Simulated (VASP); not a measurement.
# BN (P6_3mc) in VASP: notebook

BN is run at these levels: HSE06; tasks: single point.

Program: VASP 6.6.1. These are calculated values, not measurements. Logs are shortened: lines on timing, memory, paths and dates and some standing lists are left out, and cuts for length are marked.

## 1. The cell of the first run

Symmetry: P6_3mc, No. 186, hexagonal system. Conventional cell: a = 2.544 Å, b = 2.544 Å, c = 4.208 Å, α = 90.00°, β = 90.00°, γ = 120.00°. B (site symmetry 3m) has 4 N at 1.56 to 1.58 Å within 2.1 Å. Within 2.1 Å of N (site symmetry 3m) lie 4 B at 1.56 to 1.58 Å.

## 2. Single point, HSE06

POSCAR

```
BN
1.0
    2.5439499987      0.0000000000      0.0000000000
   -1.2719749994      2.2031253249      0.0000000000
    0.0000000000      0.0000000000      4.2078153394
B N
2 2
Direct
    0.3333333333      0.6666666667      0.0002034650
    0.6666666667      0.3333333333      0.5002034650
    0.3333333333      0.6666666667      0.3747965350
    0.6666666667      0.3333333333      0.8747965350
```

INCAR.step1

```
SYSTEM = BN
  PREC = Accurate
  ENCUT = 520
  EDIFF = 1E-5
  ISMEAR = 0
  SIGMA = 0.01
  LREAL = .False.
  LASPH = .True.
  NELM = 60
  ALGO = Normal
  ISIF = 2
  LWAVE = .True.
  LCHARG = .False.
  NBANDS = 16
  GGA = PE
```

INCAR.step2

```
SYSTEM = BN
  PREC = Accurate
  ENCUT = 520
  EDIFF = 1E-7
  ISMEAR = 0
  SIGMA = 0.01
  LREAL = .False.
  LASPH = .True.
  NELM = 60
  ALGO = Normal
  ISIF = 2
  LWAVE = .False.
  LCHARG = .False.
  GGA = PE
  LHFCALC = .True.
  HFSCREEN = 0.2079
  PRECFOCK = Normal
  NBANDS = 16
  ISTART = 1
```

KPOINTS

```
regular mesh
0
Gamma
  9 9 4
  0 0 0
```

Potentials or basis: VASP PAW PBE potentials, release 64 (B, N).

Started as:

```
cat potpaw_PBE.64/B/POTCAR potpaw_PBE.64/N/POTCAR > POTCAR
cp INCAR.step1 INCAR
mpirun -np 1 vasp_std > vasp.out
cp INCAR.step2 INCAR
mpirun -np 1 vasp_std > vasp.out
```

OUTCAR:

```text
SYSTEM = BN
   PREC = Accurate
   ENCUT = 520
   EDIFF = 1E-7
   ISMEAR = 0
   LREAL = .False.
   LASPH = .True.
   NELM = 60
   ISIF = 2
   GGA = PE
   LHFCALC = .True.
   HFSCREEN = 0.2079
   PRECFOCK = Normal
   ISTART = 1

 ion  position               nearest neighbor table
   1  0.333  0.667  0.000-   4 1.56   4 1.56   4 1.56   3 1.58
   2  0.667  0.333  0.500-   3 1.56   3 1.56   3 1.56   4 1.58
   3  0.333  0.667  0.375-   2 1.56   2 1.56   2 1.56   1 1.58
   4  0.667  0.333  0.875-   1 1.56   1 1.56   1 1.56   2 1.58

  LATTYP: Found a hexagonal cell.
 ALAT       =     2.5439499987
 C/A-ratio  =     1.6540479733

  Lattice vectors:

 A1 = (   2.5439499987,   0.0000000000,   0.0000000000)
 A2 = (  -1.2719749994,   2.2031253249,   0.0000000000)
 A3 = (   0.0000000000,   0.0000000000,   4.2078153394)

Analysis of symmetry for initial positions (statically):
=====================================================================
 Subroutine PRICEL returns:
 Original cell was already a primitive cell.

 Routine SETGRP: Setting up the symmetry group for a
 hexagonal supercell.

 Subroutine GETGRP returns: Found 12 space group operations
 (whereof  6 operations were pure point group operations)
 out of a pool of 24 trial point group operations.

The static configuration has the point symmetry C_3v.
 The point group associated with its full space group is C_6v.

Analysis of symmetry for dynamics (positions and initial velocities):
=====================================================================
 Subroutine PRICEL returns:
 Original cell was already a primitive cell.

 Routine SETGRP: Setting up the symmetry group for a
 hexagonal supercell.

 Subroutine GETGRP returns: Found 12 space group operations
 (whereof  6 operations were pure point group operations)
 out of a pool of 24 trial point group operations.

The dynamic configuration has the point symmetry C_3v.
 The point group associated with its full space group is C_6v.

 Subroutine INISYM returns: Found 12 space group operations
 (whereof  6 operations are pure point group operations),
 and found     1 'primitive' translations

----------------------------------------------------------------------------------------

                                     Primitive cell

  volume of cell :      23.5833

  direct lattice vectors                    reciprocal lattice vectors
     2.543949999  0.000000000  0.000000000     0.393089487  0.226950321  0.000000000
    -1.271974999  2.203125325  0.000000000     0.000000000  0.453900642  0.000000000
     0.000000000  0.000000000  4.207815339     0.000000000  0.000000000  0.237653015

  length of vectors
     2.543949999  2.543949999  4.207815339     0.453900642  0.453900642  0.237653015

  position of ions in fractional coordinates (direct lattice)
     0.333333333  0.666666667  0.000203465
     0.666666667  0.333333333  0.500203465
     0.333333333  0.666666667  0.374796535
     0.666666667  0.333333333  0.874796535

  ion indices of the primitive-cell ions
   primitive index   ion index
                 1           1
                 2           2
                 3           3
                 4           4

----------------------------------------------------------------------------------------

 KPOINTS: regular mesh

Automatic generation of k-mesh.
 Grid dimensions read from file:
 generate k-points for:    9    9    4

 Generating k-lattice:

  Cartesian coordinates                     Fractional coordinates (reciprocal lattice)
     0.043676610  0.025216702  0.000000000     0.111111111  0.000000000  0.000000000
     0.000000000  0.050433405  0.000000000     0.000000000  0.111111111  0.000000000
     0.000000000  0.000000000  0.059413254     0.000000000  0.000000000  0.250000000

  Length of vectors
     0.050433405  0.050433405  0.059413254

  Shift w.r.t. Gamma in fractional coordinates (k-lattice)
     0.000000000  0.000000000  0.000000000

 Subroutine IBZKPT returns following result:
 ===========================================

 Found     36 irreducible k-points:

 Following reciprocal coordinates:
            Coordinates               Weight
  0.000000  0.000000  0.000000      1.000000
  0.111111  0.000000  0.000000      6.000000
  0.222222  0.000000  0.000000      6.000000
  0.333333 -0.000000  0.000000      6.000000
  0.444444  0.000000  0.000000      6.000000
  0.111111  0.111111  0.000000      6.000000
[... 16 lines left out ...]
  0.333333  0.222222  0.250000     24.000000
  0.333333  0.333333  0.250000      4.000000
 [... further k-points ...]
   k-points           NKPTS =     36   k-points in BZ     NKDIM =    324   number of bands    NBANDS=     16
   number of dos      NEDOS =    301   number of ions     NIONS =      4
   total plane-waves  NPLWV =  12800
   dimension x,y,z NGX =    20 NGY =   20 NGZ =   32
   dimension x,y,z NGXF=    40 NGYF=   40 NGZF=   64
   ions per type =               2   2
   NGX,Y,Z   is equivalent  to a cutoff of  13.07, 13.07, 12.64 a.u.
   NGXF,Y,Z  is equivalent  to a cutoff of  26.14, 26.14, 25.29 a.u.
 SYSTEM =  BN
   PREC   = accura    normal or accurate (medium, high low for compatibility)
   ISTART =      1    job   : 0-new  1-cont  2-samecut
   ICHARG =      0    charge: 1-file 2-atom 10-const
   ISPIN  =      1    spin polarized calculation?
   LNONCOLLINEAR =      F non collinear calculations
   LSORBIT =      F    spin-orbit coupling
   LASPH  =      T    aspherical Exc in radial PAW
   ENCUT  =  520.0 eV  38.22 Ry    6.18 a.u.   4.73  4.73  7.82*2*pi/ulx,y,z
   NELM   =     60;   NELMIN=  2; NELMDL=  0     # of ELM steps
   EDIFF  = 0.1E-06   stopping-criterion for ELM
   LREAL  =      F    real-space projection
   EDIFFG = 0.1E-05   stopping-criterion for IOM
   NSW    =      0    number of steps for IOM
   IBRION =     -1    ionic relax: 0-MD 1-quasi-New 2-CG
   NFREE  =      0    steps in history (QN), initial steepest desc. (CG)
   ISIF   =      2    stress and relaxation
   ISYM   =      3    0-nonsym 1-usesym 2-fastsym
   POTIM  = 0.5000    time-step for ionic-motion
   TEBEG  =    0.0;   TEEND  =   0.0 temperature during run
   PSTRESS=    0.0 pullay stress
   NELECT =      16.0000    total number of electrons
   NUPDOWN=      -1.0000    fix difference up-down
   EMIN   =  10.00;   EMAX   =-10.00  energy-range for DOS
   EFERMI =   0.00;   METHOD = LEGACY
   ISMEAR =     0;   SIGMA  =   0.01  broadening in eV -4-tet -1-fermi 0-gaus
   EFERMI_NEDOS =   21; number of points for ismear=-14 and -15
   IALGO  =     38    algorithm
   IMIX   =      1    mixing-type and parameters
     AMIX     =   0.40;   BMIX     =  1.00
     AMIX_MAG =   1.60;   BMIX_MAG =  1.00
  volume/ion in A,a.u.               =       5.90        39.79
  Fermi-wavevector in a.u.,A,eV,Ry     =   1.438512  2.718393 28.154745  2.069315
  Thomas-Fermi vector in A             =   2.557470
   LORBIT       =      0    0 simple, 1 ext, 2 COOP (PROOUT), +10 PAW based schemes
   GGA     = PE    functional components
   LHFCALC =     T    Hartree Fock is set to
   PRECFOCK=normal    Normal, Fast or Accurate (Low or Medium for compatibility)
   ENCUT4O =  -1.0   cutoff for four orbital integrals eV
   NKREDX  =     1    reduce k-point grid by
   NKREDY  =     1    reduce k-point grid by
   NKREDZ  =     1    reduce k-point grid by
   AEXX    =    0.2500 exact exchange contribution
   HFSCREEN=    0.2079 screening length (either q_TF or 0.3 A-1)
   HFSCREENC=   0.2079 screening length for correlation (either q_TF or 0.3 A-1)
   ENCUTFOCK=  -1.0 apply spherical cutoff to Coloumb kernel
   IVDW    =     0    specifies the selected vdW correction
   LEPSILON=     F    determine dielectric tensor
   LRPA    =     F    only Hartree local field effects (RPA)
 non-spin polarized calculation
 Gauss-broadening in eV      SIGMA  =   0.01
  energy-cutoff  :      520.00
  volume of cell :       23.58
 maximum number of plane-waves:       652
 NGX is ok and might be reduce to    20
  NGX = 16; NGY = 16; NGZ = 24

 number of electron      16.0000000 magnetization

 Free energy of the ion-electron system (eV)
  ---------------------------------------------------
  ext. energy  EPLUGINS =         0.00000000
  ---------------------------------------------------
  free energy    TOTEN  =       -40.58115080 eV

  energy without entropy =      -40.58115080  energy(sigma->0) =      -40.58115080

 E-fermi :   6.8006     XC(G=0): -10.4866

 val. band max:        6.7337731430   @ k =   0.0000   0.0000   0.0000
 cond. band min:      13.2444584071   @ k =   0.3333   0.3333   0.0000
 fundamental gap:      6.5106852641
 Fermi energy:         6.8006485437

 k-point     1 :       0.0000    0.0000    0.0000
  band No.  band energies     occupation
      1     -15.5799      2.00000
      2     -11.1182      2.00000
      3      -5.1524      2.00000
      4       4.4321      2.00000
      5       4.4321      2.00000
      6       6.4663      2.00000
[... 8 lines left out ...]
     15      20.6032      0.00000
     16      25.2768      0.00000

 k-point     2 :       0.1111    0.0000    0.0000
  band No.  band energies     occupation
      1     -15.2904      2.00000
      2     -10.8975      2.00000
      3      -4.8606      2.00000
      4       3.1556      2.00000
      5       3.9177      2.00000
      6       5.6691      2.00000
[... 8 lines left out ...]
     15      21.4323      0.00000
     16      24.7419      0.00000

 k-point     3 :       0.2222    0.0000    0.0000
  band No.  band energies     occupation
      1     -14.4396      2.00000
      2     -10.2959      2.00000
      3      -4.0073      2.00000
      4       0.4262      2.00000
      5       2.8655      2.00000
      6       3.2830      2.00000
[... 8 lines left out ...]
     15      23.4061      0.00000
     16      23.9233      0.00000
[... 362 lines left out ...]
 k-point    23 :       0.3333    0.2222    0.2500
  band No.  band energies     occupation
      1     -10.6785      2.00000
      2      -9.5668      2.00000
      3      -3.3386      2.00000
      4      -2.2914      2.00000
      5      -1.0579      2.00000
      6       0.9523      2.00000
[... 8 lines left out ...]
     15      24.7713      0.00000
     16      25.7520      0.00000

 k-point    24 :       0.3333    0.3333    0.2500
  band No.  band energies     occupation
      1      -9.7962      2.00000
      2      -9.7962      2.00000
      3      -2.8206      2.00000
      4      -2.2778      2.00000
      5      -2.2778      2.00000
      6      -0.0313      2.00000
[... 8 lines left out ...]
     15      25.5283      0.00000
     16      25.5283      0.00000

 [... further k-points ...]

------------------------ aborting loop because EDIFF is reached ----------------------------------------

  FORCE on cell =-STRESS in cart. coord.  units (eV):
  Direction    XX          YY          ZZ          XY          YZ          ZX
  --------------------------------------------------------------------------------------
  -------------------------------------------------------------------------------------
  Total       -0.5528808     -0.5528808     -0.6403159      0.0000000      0.0000000      0.0000000
  in kB      -37.5610461    -37.5610461    -43.5011184      0.0000000      0.0000000      0.0000000
  external PRESSURE =     -39.5410702 kB  Pullay stress =       0.0000000 kB

 VOLUME and BASIS-vectors are now :
 -----------------------------------------------------------------------------
  energy-cutoff  :      520.00
  volume of cell :       23.58
      direct lattice vectors                 reciprocal lattice vectors
     2.543949999  0.000000000  0.000000000     0.393089487  0.226950321  0.000000000
    -1.271974999  2.203125325  0.000000000     0.000000000  0.453900642  0.000000000
     0.000000000  0.000000000  4.207815339     0.000000000  0.000000000  0.237653015

 POSITION                                       TOTAL-FORCE (eV/Angst)
 -----------------------------------------------------------------------------------
     -0.00000      1.46875      0.00086         0.000000      0.000000     -0.008753
      1.27197      0.73438      2.10476         0.000000      0.000000     -0.008753
     -0.00000      1.46875      1.57707         0.000000      0.000000      0.008753
      1.27197      0.73438      3.68098        -0.000000     -0.000000      0.008753
 -----------------------------------------------------------------------------------
    total drift:                                0.000000     -0.000000     -0.000040

  FREE ENERGIE OF THE ION-ELECTRON SYSTEM (eV)
  ---------------------------------------------------
  free  energy   TOTEN  =       -40.5811507979 eV

  energy  without entropy=      -40.5811507979  energy(sigma->0) =      -40.58115080
```

Wall time 89 min (1 thread of Oxide Virtual Turin-like, shared host); peak memory 0.22 GiB.

What came out:

* Free energy: -40.5812 eV
* Pressure: -4.0 GPa
* Largest force: 0.009 eV/Å
* Band gap on the k mesh: 6.51 eV (least direct gap 9.94 eV)

Forces in eV/Å, atoms in the order of the input:
```
B    0.000  0.000 -0.009
B    0.000  0.000 -0.009
N    0.000  0.000  0.009
N    0.000  0.000  0.009
```

Levels at points of the mesh, in eV from the valence-band top:
```
           k point  band 6  band 7  band 8  band 9  band 10  band 11
(0.00, 0.00, 0.00)   -0.27    0.00    0.00   10.08    10.08    10.34
(0.00, 0.00, 0.50)   -1.27   -1.27   -1.27   11.22    11.22    11.73
```

Caveat: the cell stands under tension; the PAW data sets were made with another functional, which shifts forces and pressure a little; an odd mesh through Γ misses points on the zone boundary, where band edges can lie.

[end of part 1 of 2]
